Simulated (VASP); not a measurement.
Write the native input for VASP 6.6.1 that does the following.

| Quantity | Value |
| --- | --- |
| Task | single point |
| Functional | r2SCAN |
| Potentials or basis | VASP PAW PBE potentials, release 64 (Zn, S) |
| Cutoff | 520 eV |
| k mesh | 6 × 6 × 4 |
| Occupations | gaussian, width 0.05 eV |
| Spin | no spin polarisation |
| Dipole correction | no |
| Further INCAR settings | ALGO = Normal; EDIFF = 1e-07; NBANDS = 26 |

Crystal: ZnS.

```xyz
4
Lattice="3.8110 0.0000 0.0000 -1.9055 3.3004 0.0000 0.0000 0.0000 6.2340" Properties=species:S:1:pos:R:3 pbc="T T T"
Zn    0.0000    2.2003    0.2250
Zn    1.9055    1.1001    3.1170
S     0.0000    2.2003    2.4001
S     1.9055    1.1001    5.5171
```

This cell differs from its parent crystal: atom 1 (Zn) moved by (+0.000, +0.225) A along [1 1 0] and z.

One way to write it, as run:

POSCAR

```
ZnS
1.0
    3.8109987816      0.0000000000      0.0000000000
   -1.9054993908      3.3004217586      0.0000000000
    0.0000000000      0.0000000000      6.2340000000
Zn S
2 2
Direct
    0.3333333333      0.6666666667      0.0360923965
    0.6666666667      0.3333333333      0.5000000000
    0.3333333333      0.6666666667      0.3850000000
    0.6666666667      0.3333333333      0.8850000000
```

INCAR.step1

```
SYSTEM = ZnS
PREC = Accurate
ENCUT = 520
ISMEAR = 0
SIGMA = 0.05
LREAL = .FALSE.
LASPH = .TRUE.
NELM = 100
NBANDS = 26
GGA = PE
ALGO = Normal
EDIFF = 1E-4
LWAVE = .TRUE.
LCHARG = .FALSE.
```

INCAR.step2

```
SYSTEM = ZnS
PREC = Accurate
ENCUT = 520
EDIFF = 1E-7
ISMEAR = 0
SIGMA = 0.05
LREAL = .FALSE.
LASPH = .TRUE.
NELM = 100
ALGO = Normal
ISIF = 2
LWAVE = .FALSE.
LCHARG = .FALSE.
METAGGA = R2SCAN
LMIXTAU = .TRUE.
NBANDS = 26
ISTART = 1
```

KPOINTS

```
Automatic mesh
0
G
  6 6 4
  0 0 0
```

Potentials or basis: VASP PAW PBE potentials, release 64 (Zn, S).

The run is started by

```console
$ cat potpaw_PBE.64/Zn/POTCAR potpaw_PBE.64/S/POTCAR > POTCAR
$ cp INCAR.step1 INCAR
$ mpirun -np 1 vasp_std > vasp.out
$ cp INCAR.step2 INCAR
$ mpirun -np 1 vasp_std > vasp.out
```

Results of the run:

```yaml
Pressure: 0.6 GPa
Largest_force: 1.853 eV/Å
Band_gap_on_the_k_mesh: 2.56 eV, direct
```

Caveat: the cell differs from its parent crystal (atom 1 (Zn) moved by (+0.000, +0.225) A along [1 1 0] and z); the PAW data sets were made with another functional, which shifts forces and pressure a little.

Wall time 85 s on 1 thread of Intel(R) Xeon(R) 6975P-C (Granite Rapids) (shared host), peak memory 0.22 GiB.
